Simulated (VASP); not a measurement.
# H20CO9 in VASP: further runs

H20CO9 is run at these levels: r2SCAN; tasks: single point.

All numbers are computed with VASP 6.6.1; they aren't measurements. Logs are shortened: lines on timing, memory, paths and dates and some standing lists are left out, and cuts for length are marked.

### Step 1. The cell of the first run

The cell holds an amorphous packing of atoms, 30 atoms: a = 6.746 Å, b = 6.746 Å, c = 6.746 Å, α = 90.00°, β = 90.00°, γ = 90.00°.

### Step 2. Single point, r2SCAN

POSCAR reads:

```
H20CO9
1.0
    6.7459970000      0.0000000000      0.0000000000
    0.0000000000      6.7459970000      0.0000000000
    0.0000000000      0.0000000000      6.7459970000
O H C
9 20 1
Direct
    0.0708864828      0.1293211367      0.5150017114
    0.7972431651      0.8803442990      0.0023421297
    0.2411652421      0.5976284899      0.2906612618
    0.5610734781      0.5370147659      0.0375333698
    0.3894161234      0.3892085929      0.6565819700
    0.9303887920      0.3615625681      0.1571153975
    0.0070412127      0.7687670184      0.6794103229
    0.6449899103      0.0911058810      0.3646310545
    0.4790396438      0.0208271661      0.7753931702
   -0.0445597589      0.1835310629      0.4430627526
    0.1607916517      0.2399348829      0.5458051642
    0.8895794054      0.8262974324     -0.1014527578
    0.7237921985      0.7467094931      0.0360510092
    0.1919805182      0.7331310702      0.2705011579
    0.1305070251      0.5117405181      0.2317226053
    0.4951677269      0.5209311537     -0.0946190756
    0.4469317137      0.5611624197      0.1304625543
    0.4405575632      0.4508599693      0.5359326427
    0.4376373129      0.2479544536      0.6771423112
    0.8053072066      0.4213313466      0.1215832145
    0.9493630074      0.2513194121      0.0697598887
    0.0439964619      0.8951086103      0.6122742124
    0.1408094311      0.6919807406      0.6667213164
    0.5912395158     -0.0054847341      0.4483103091
    0.7069525824      0.0393863205      0.2485770450
    0.1963534819      0.0740587344      0.8702642471
    0.6136231605     -0.0194782180      0.8268310822
    0.3280463955     -0.0877705697      1.0371335771
    0.3788765397      0.1681145129      1.0336055590
    0.3386304500      0.0481174243      0.9463834627
```

INCAR.step1 reads:

```
SYSTEM = H20CO9
ALGO     = Normal         ! electronic algorithm
EDIFF    = 1E-4           ! SCF threshold, eV
ENCUT    = 520            ! plane-wave cutoff, eV
GGA      = PE             ! functional
ISMEAR   = -1             ! smearing method
LASPH    = .True.         ! aspherical terms in the spheres
LCHARG   = .False.        ! write CHGCAR
LREAL    = Auto         
LWAVE    = .True.         ! write WAVECAR
NBANDS   = 60             ! bands
NELM     = 100            ! most SCF steps
PREC     = Accurate       ! precision mode
SIGMA    = 0.02           ! smearing width, eV
```

INCAR.step2 reads:

```
SYSTEM = H20CO9
ALGO     = Normal         ! electronic algorithm
EDIFF    = 1E-7           ! SCF threshold, eV
ENCUT    = 520            ! plane-wave cutoff, eV
ISIF     = 2              ! what is computed and relaxed
ISMEAR   = -1             ! smearing method
ISTART   = 1            
LASPH    = .True.         ! aspherical terms in the spheres
LCHARG   = .False.        ! write CHGCAR
LMIXTAU  = .True.       
LREAL    = Auto         
LWAVE    = .False.        ! write WAVECAR
METAGGA  = R2SCAN         ! meta-GGA
NBANDS   = 60             ! bands
NELM     = 100            ! most SCF steps
PREC     = Accurate       ! precision mode
SIGMA    = 0.02           ! smearing width, eV
```

KPOINTS reads:

```
k-points
0
Gamma
  1 1 1
  0 0 0
```

Potentials or basis: VASP PAW PBE potentials, release 64 (O, H, C).

On the command line:

```
$ cat potpaw_PBE.64/O/POTCAR potpaw_PBE.64/H/POTCAR potpaw_PBE.64/C/POTCAR > POTCAR
$ cp INCAR.step1 INCAR
$ mpirun -np 1 vasp_gam > vasp.out
$ cp INCAR.step2 INCAR
$ mpirun -np 1 vasp_gam > vasp.out
```

OUTCAR:

```text
SYSTEM = H20CO9
   EDIFF = 1E-7
   ENCUT = 520
   ISIF = 2
   ISMEAR = -1
   ISTART = 1
   LASPH = .True.
   LREAL = Auto
   METAGGA = R2SCAN
   NELM = 100
   PREC = Accurate

 ion  position               nearest neighbor table
   1  0.071  0.129  0.515-  11 0.98  10 0.99
   2  0.797  0.880  0.002-  12 1.01  13 1.05
   3  0.241  0.598  0.291-  14 0.98  15 1.03
   4  0.561  0.537  0.038-  16 1.00  17 1.01
   5  0.389  0.389  0.657-  18 0.98  19 1.02
   6  0.930  0.362  0.157-  21 0.96  20 0.97
   7  0.007  0.769  0.679-  22 1.00  23 1.04
   8  0.645  0.091  0.365-  24 0.94  25 0.95
   9  0.479  0.021  0.775-  27 1.01  30 1.50
  10  0.955  0.184  0.443-   1 0.99
  11  0.161  0.240  0.546-   1 0.98
  12  0.890  0.826  0.899-   2 1.01
  13  0.724  0.747  0.036-   2 1.05
  14  0.192  0.733  0.271-   3 0.98
  15  0.131  0.512  0.232-   3 1.03
[... 12 lines left out ...]
  28  0.328  0.912  0.037-  30 1.10
  29  0.379  0.168  0.034-  30 1.04
  30  0.339  0.048  0.946-  29 1.04  26 1.10  28 1.10   9 1.50

  LATTYP: Found a simple cubic cell.
 ALAT       =     6.7459970000

  Lattice vectors:

 A1 = (   6.7459970000,   0.0000000000,   0.0000000000)
 A2 = (   0.0000000000,   6.7459970000,   0.0000000000)
 A3 = (   0.0000000000,   0.0000000000,   6.7459970000)

Analysis of symmetry for initial positions (statically):
=====================================================================
 Subroutine PRICEL returns:
 Original cell was already a primitive cell.

 Routine SETGRP: Setting up the symmetry group for a
 simple cubic supercell.

 Subroutine GETGRP returns: Found  1 space group operations
 (whereof  1 operations were pure point group operations)
 out of a pool of 48 trial point group operations.

The static configuration has the point symmetry C_1 .

Analysis of symmetry for dynamics (positions and initial velocities):
=====================================================================
 Subroutine PRICEL returns:
 Original cell was already a primitive cell.

 Routine SETGRP: Setting up the symmetry group for a
 simple cubic supercell.

 Subroutine GETGRP returns: Found  1 space group operations
 (whereof  1 operations were pure point group operations)
 out of a pool of 48 trial point group operations.

The dynamic configuration has the point symmetry C_1 .

 Subroutine INISYM returns: Found  1 space group operations
 (whereof  1 operations are pure point group operations),
 and found     1 'primitive' translations

----------------------------------------------------------------------------------------

                                     Primitive cell

  volume of cell :     307.0000

  direct lattice vectors                    reciprocal lattice vectors
     6.745997000  0.000000000  0.000000000     0.148236058  0.000000000  0.000000000
     0.000000000  6.745997000  0.000000000     0.000000000  0.148236058  0.000000000
     0.000000000  0.000000000  6.745997000     0.000000000  0.000000000  0.148236058

  length of vectors
     6.745997000  6.745997000  6.745997000     0.148236058  0.148236058  0.148236058

  position of ions in fractional coordinates (direct lattice)
     0.070886483  0.129321137  0.515001711
     0.797243165  0.880344299  0.002342130
     0.241165242  0.597628490  0.290661262
     0.561073478  0.537014766  0.037533370
     0.389416123  0.389208593  0.656581970
     0.930388792  0.361562568  0.157115398
[... 22 lines left out ...]
     0.378876540  0.168114513  0.033605559
     0.338630450  0.048117424  0.946383463

  ion indices of the primitive-cell ions
   primitive index   ion index
                 1           1
                 2           2
                 3           3
                 4           4
                 5           5
                 6           6
[... 22 lines left out ...]
                29          29
                30          30

----------------------------------------------------------------------------------------

 KPOINTS: k-points

Automatic generation of k-mesh.
 Grid dimensions read from file:
 generate k-points for:    1    1    1

 Generating k-lattice:

  Cartesian coordinates                     Fractional coordinates (reciprocal lattice)
     0.148236058  0.000000000  0.000000000     1.000000000  0.000000000  0.000000000
     0.000000000  0.148236058  0.000000000     0.000000000  1.000000000  0.000000000
     0.000000000  0.000000000  0.148236058     0.000000000  0.000000000  1.000000000

  Length of vectors
     0.148236058  0.148236058  0.148236058

  Shift w.r.t. Gamma in fractional coordinates (k-lattice)
     0.000000000  0.000000000  0.000000000

 Subroutine IBZKPT returns following result:
 ===========================================

 Found      1 irreducible k-points:

 Following reciprocal coordinates:
            Coordinates               Weight
  0.000000  0.000000  0.000000      1.000000
   k-points           NKPTS =      1   k-points in BZ     NKDIM =      1   number of bands    NBANDS=     60
   number of dos      NEDOS =    301   number of ions     NIONS =     30
   total plane-waves  NPLWV = 125000
   dimension x,y,z NGX =    50 NGY =   50 NGZ =   50
   dimension x,y,z NGXF=   100 NGYF=  100 NGZF=  100
   ions per type =               9  20   1
   NGX,Y,Z   is equivalent  to a cutoff of  12.32, 12.32, 12.32 a.u.
   NGXF,Y,Z  is equivalent  to a cutoff of  24.64, 24.64, 24.64 a.u.
 SYSTEM =  H20CO9
   PREC   = accura    normal or accurate (medium, high low for compatibility)
   ISTART =      1    job   : 0-new  1-cont  2-samecut
   ICHARG =      0    charge: 1-file 2-atom 10-const
   ISPIN  =      1    spin polarized calculation?
   LNONCOLLINEAR =      F non collinear calculations
   LSORBIT =      F    spin-orbit coupling
   LASPH  =      T    aspherical Exc in radial PAW
   ENCUT  =  520.0 eV  38.22 Ry    6.18 a.u.  12.54 12.54 12.54*2*pi/ulx,y,z
   NELM   =    100;   NELMIN=  2; NELMDL=  0     # of ELM steps
   EDIFF  = 0.1E-06   stopping-criterion for ELM
   LREAL  =      T    real-space projection
   EDIFFG = 0.1E-05   stopping-criterion for IOM
   NSW    =      0    number of steps for IOM
   IBRION =     -1    ionic relax: 0-MD 1-quasi-New 2-CG
   NFREE  =      0    steps in history (QN), initial steepest desc. (CG)
   ISIF   =      2    stress and relaxation
   ISYM   =      2    0-nonsym 1-usesym 2-fastsym
   POTIM  = 0.5000    time-step for ionic-motion
   TEBEG  =    0.0;   TEEND  =   0.0 temperature during run
   PSTRESS=    0.0 pullay stress
   NELECT =      78.0000    total number of electrons
   NUPDOWN=      -1.0000    fix difference up-down
   EMIN   =  10.00;   EMAX   =-10.00  energy-range for DOS
   EFERMI =   0.00;   METHOD = LEGACY
   ISMEAR =    -1;   SIGMA  =   0.02  broadening in eV -4-tet -1-fermi 0-gaus
   EFERMI_NEDOS =   21; number of points for ismear=-14 and -15
   IALGO  =     38    algorithm
   IMIX   =      4    mixing-type and parameters
     AMIX     =   0.40;   BMIX     =  1.00
     AMIX_MAG =   1.60;   BMIX_MAG =  1.00
  volume/ion in A,a.u.               =      10.23        69.06
  Fermi-wavevector in a.u.,A,eV,Ry     =   1.036876  1.959412 14.627789  1.075112
  Thomas-Fermi vector in A             =   2.171288
   LORBIT       =      0    0 simple, 1 ext, 2 COOP (PROOUT), +10 PAW based schemes
   METAGGA = R2SCAN    functional components
   LHFCALC =     F    Hartree Fock is set to
   AEXX    =    0.0000 exact exchange contribution
   IVDW    =     0    specifies the selected vdW correction
   LEPSILON=     F    determine dielectric tensor
   LRPA    =     F    only Hartree local field effects (RPA)
 non-spin polarized calculation
  energy-cutoff  :      520.00
  volume of cell :      307.00
 maximum number of plane-waves:      4145
 NGX is ok and might be reduce to    50
   NGX = 25   NGY = 25   NGZ = 25

 number of electron      77.9999969 magnetization

 Free energy of the ion-electron system (eV)
  ---------------------------------------------------
  ext. energy  EPLUGINS =         0.00000000
  ---------------------------------------------------
  free energy    TOTEN  =      -158.29886332 eV

  energy without entropy =     -158.29886332  energy(sigma->0) =     -158.29886332

 E-fermi :  -3.4954     XC(G=0):  -7.0217

 val. band max:       -4.0616884382   @ k =   0.0000   0.0000   0.0000
 cond. band min:       1.2343362321   @ k =   0.0000   0.0000   0.0000
 fundamental gap:      5.2960246703
 Fermi energy:        -3.4953893913

 k-point     1 :       0.0000    0.0000    0.0000
  band No.  band energies     occupation
      1     -24.1797      2.00000
      2     -23.7353      2.00000
      3     -23.6097      2.00000
      4     -23.4209      2.00000
      5     -23.3775      2.00000
      6     -23.2390      2.00000
[... 43 lines left out ...]
     50       6.7175      0.00000
     51       6.7931      0.00000
 [bands above 51 left out]

------------------------ aborting loop because EDIFF is reached ----------------------------------------

  FORCE on cell =-STRESS in cart. coord.  units (eV):
  Direction    XX          YY          ZZ          XY          YZ          ZX
  --------------------------------------------------------------------------------------
  -------------------------------------------------------------------------------------
  Total       -9.0783051     -5.1573613     -4.5441511      1.1494599      0.4477223      0.1720163
  in kB      -47.3780218    -26.9153299    -23.7150977      5.9988219      2.3365813      0.8977220
  external PRESSURE =     -32.6694832 kB  Pullay stress =       0.0000000 kB

 VOLUME and BASIS-vectors are now :
 -----------------------------------------------------------------------------
  energy-cutoff  :      520.00
  volume of cell :      307.00
      direct lattice vectors                 reciprocal lattice vectors
     6.745997000  0.000000000  0.000000000     0.148236058  0.000000000  0.000000000
     0.000000000  6.745997000  0.000000000     0.000000000  0.148236058  0.000000000
     0.000000000  0.000000000  6.745997000     0.000000000  0.000000000  0.148236058

 POSITION                                       TOTAL-FORCE (eV/Angst)
 -----------------------------------------------------------------------------------
      0.47820      0.87240      3.47420        -0.314340      0.563112     -0.372201
      5.37820      5.93880      0.01580        -0.639816     -2.557690     -0.035502
      1.62690      4.03160      1.96080        -1.140494     -0.091752     -0.956844
      3.78500      3.62270      0.25320        -1.077083      0.268262     -0.396211
      2.62700      2.62560      4.42930        -0.047282     -0.291924      0.134643
      6.27640      2.43910      1.05990         0.600629      0.244538      0.408833
[... 22 lines left out ...]
      2.55590      1.13410      0.22670         0.702070      1.580322      1.100763
      2.28440      0.32460      6.38430        -0.143720     -2.069372     -2.377209
 -----------------------------------------------------------------------------------
    total drift:                                0.008537      0.013003      0.003535

  FREE ENERGIE OF THE ION-ELECTRON SYSTEM (eV)
  ---------------------------------------------------
  free  energy   TOTEN  =      -158.2988633214 eV

  energy  without entropy=     -158.2988633214  energy(sigma->0) =     -158.29886332
```

Run time: 2.5 min. Hardware: 1 thread of Intel Xeon Platinum 8375C at 2.90GHz (Ice Lake), shared host; peak memory 0.37 GiB.

Results:

```yaml
Free_energy: -158.2989 eV
Pressure: -3.3 GPa
Largest_force: 3.224 eV/Å
Band_gap_on_the_k_mesh: 5.30 eV
```

Forces on the atoms (eV/Å):
```
O   -0.314  0.563 -0.372
O   -0.640 -2.558 -0.036
O   -1.140 -0.092 -0.957
O   -1.077  0.268 -0.396
O   -0.047 -0.292  0.135
O    0.601  0.245  0.409
O    3.020 -0.996 -0.530
O    0.348  2.139 -0.246
O   -0.042  0.007  1.246
H    0.618 -0.252  0.437
H   -0.301 -0.294 -0.108
H   -0.108  0.606  0.198
H    0.611  2.094 -0.441
H    0.208 -0.627  0.238
H    0.892  0.668  0.656
H    0.674 -0.141  0.737
H    0.601 -0.177 -0.322
H   -0.113 -0.753  0.408
H    0.241  1.055 -0.429
H   -0.587  0.079 -0.194
H    0.004 -0.293 -0.274
H   -0.445 -0.123  0.299
H   -2.644  1.087  0.348
H   -0.464 -1.377  0.664
H    0.141 -0.831 -0.420
H    0.271 -0.069  0.408
H   -1.049  0.282  0.206
H    0.184  0.270 -0.385
H    0.702  1.580  1.101
C   -0.144 -2.069 -2.377
```

Stress tensor (GPa, compression positive):
```
-4.74  0.60  0.09
 0.60 -2.69  0.23
 0.09  0.23 -2.37
```

Levels at points of the mesh, in eV from the valence-band top:
```
           k point  band 37  band 38  band 39  band 40  band 41  band 42
(0.00, 0.00, 0.00)    -0.35    -0.13     0.00     5.30     7.48     8.18
```

Caveat: the k points lie up to 0.93 Å⁻¹ apart; the PAW data sets were made with another functional, which shifts forces and pressure a little.

### Step 3. Single point, r2SCAN

POSCAR reads:

```
H20CO9
1.0
    6.7459970000      0.0000000000      0.0000000000
    0.0000000000      6.7459970000      0.0000000000
    0.0000000000      0.0000000000      6.7459970000
O H C
9 20 1
Direct
    0.0700563608      0.1269938306      0.5073675544
    0.8022535438      0.8790546453      0.0040764916
    0.2428996040      0.5993776754      0.3040173306
    0.5557221564      0.5409281979      0.0409427991
    0.3910615436      0.3847022167      0.6534393656
    0.9333238660      0.3635785785      0.1595909396
    0.0068040350      0.7648535865      0.6752745369
    0.6403352981      0.0912392935      0.3659058846
    0.4798697657      0.0167803217      0.7712425606
   -0.0469018886      0.1725912419      0.4476432468
    0.1538245570      0.2328936701      0.5374150033
    0.8889568139      0.8255117813     -0.0979840341
    0.7416694671      0.7629709886      0.0415357433
    0.1969760734      0.7281503386      0.2662764303
    0.1428995595      0.5206939760      0.2434036066
    0.4857547372      0.5429442082     -0.0836940781
    0.4504004375      0.5659800916      0.1310999694
    0.4490811366      0.4453752351      0.5412691408
    0.4301217448      0.2483546909      0.6760157172
    0.8144978422      0.4323897565      0.1097688007
    0.9483846494      0.2499259931      0.0715980158
    0.0278387316      0.8926330682      0.6115033849
    0.1298696101      0.7170771051      0.6694488598
    0.6030835768     -0.0189000973      0.4559148188
    0.7101693048      0.0423510417      0.2401127661
    0.2030982225      0.0893270483      0.8626597373
    0.6093984329     -0.0196857485      0.8152390225
    0.3213609493     -0.0748443855      1.0404837120
    0.3888528264      0.1885414417      1.0372076952
    0.3339758378      0.0552031079      0.9433446235
```

INCAR.step1 reads:

```
SYSTEM = H20CO9
PREC     = Accurate       ! precision mode
ENCUT    = 520            ! plane-wave cutoff, eV
ISMEAR   = -1             ! smearing method
SIGMA    = 0.02           ! smearing width, eV
LREAL    = Auto         
LASPH    = .True.         ! aspherical terms in the spheres
NELM     = 80             ! most SCF steps
NBANDS   = 60             ! bands
GGA      = PE             ! functional
ALGO     = Normal         ! electronic algorithm
EDIFF    = 1E-4           ! SCF threshold, eV
LWAVE    = .True.         ! write WAVECAR
LCHARG   = .False.        ! write CHGCAR
```

INCAR.step2 reads:

```
SYSTEM = H20CO9
PREC     = Accurate       ! precision mode
ENCUT    = 520            ! plane-wave cutoff, eV
EDIFF    = 1E-6           ! SCF threshold, eV
ISMEAR   = -1             ! smearing method
SIGMA    = 0.02           ! smearing width, eV
LREAL    = Auto         
LASPH    = .True.         ! aspherical terms in the spheres
NELM     = 80             ! most SCF steps
ALGO     = Normal         ! electronic algorithm
ISIF     = 2              ! what is computed and relaxed
LWAVE    = .False.        ! write WAVECAR
LCHARG   = .False.        ! write CHGCAR
METAGGA  = R2SCAN         ! meta-GGA
LMIXTAU  = .True.       
NBANDS   = 60             ! bands
ISTART   = 1
```

KPOINTS reads:

```
Automatic mesh
0
Gamma
  1 1 1
  0 0 0
```

Potentials or basis: VASP PAW PBE potentials, release 64 (O, H, C).

On the command line:

```
$ cat potpaw_PBE.64/O/POTCAR potpaw_PBE.64/H/POTCAR potpaw_PBE.64/C/POTCAR > POTCAR
$ cp INCAR.step1 INCAR
$ mpirun -np 1 vasp_gam > vasp.out
$ cp INCAR.step2 INCAR
$ mpirun -np 1 vasp_gam > vasp.out
```

Wall time 2 min (1 thread of Intel Xeon Platinum 8375C at 2.90GHz (Ice Lake), shared host); peak memory 0.36 GiB.

The run converged. Its results:

```
Free energy            : -157.6777 eV
Pressure               : 0.9 GPa
Largest force          : 5.259 eV/Å
Band gap on the k mesh : 5.37 eV
```

Forces in eV/Å, atoms in the order of the input:
```
O    0.096 -2.447  0.308
O    1.352  2.412 -0.614
O    0.976  0.675  0.080
O    0.982  0.082 -0.692
O   -1.318  0.648  1.227
O   -0.277  0.032 -0.627
O   -4.251  1.887  0.357
O    0.758 -0.924 -0.978
O   -2.457  0.509  0.785
H   -1.411  0.783 -0.735
H    1.218  1.729  0.380
H    0.738  0.336 -0.776
H   -2.077 -2.568  1.201
H    0.029  0.814  0.246
H   -1.085 -1.427 -0.365
H    0.246 -0.399 -0.791
H   -0.906  0.114  1.476
H    0.478 -0.171 -0.893
H    0.918 -0.340 -0.365
H    0.172 -0.374  0.244
H    0.000  0.357  0.288
H   -0.343  0.658 -0.154
H    4.607 -2.535 -0.071
H    0.418  0.692 -1.119
H   -1.144  0.153  2.081
H   -0.906  0.097 -0.107
H    0.681 -0.185  1.132
H    0.031  0.116 -0.421
H   -0.561 -1.461 -1.114
C    3.036  0.738  0.015
```

Stress tensor (GPa, compression positive):
```
 2.77 -0.11  1.11
-0.11  1.47 -1.54
 1.11 -1.54 -1.49
```

Levels at points of the mesh, in eV from the valence-band top:
| k point | band 35 | band 36 | band 37 | band 38 | band 39 | band 40 | band 41 | band 42 | band 43 | band 44 |
| --- | --- | --- | --- | --- | --- | --- | --- | --- | --- | --- |
| (0.00, 0.00, 0.00) | -0.63 | -0.51 | -0.42 | -0.16 | 0.00 | 5.37 | 7.24 | 8.13 | 8.49 | 8.96 |

Caveat: the k points lie up to 0.93 Å⁻¹ apart; the PAW data sets were made with another functional, which shifts forces and pressure a little.

(Continued in part 2 of 2.)
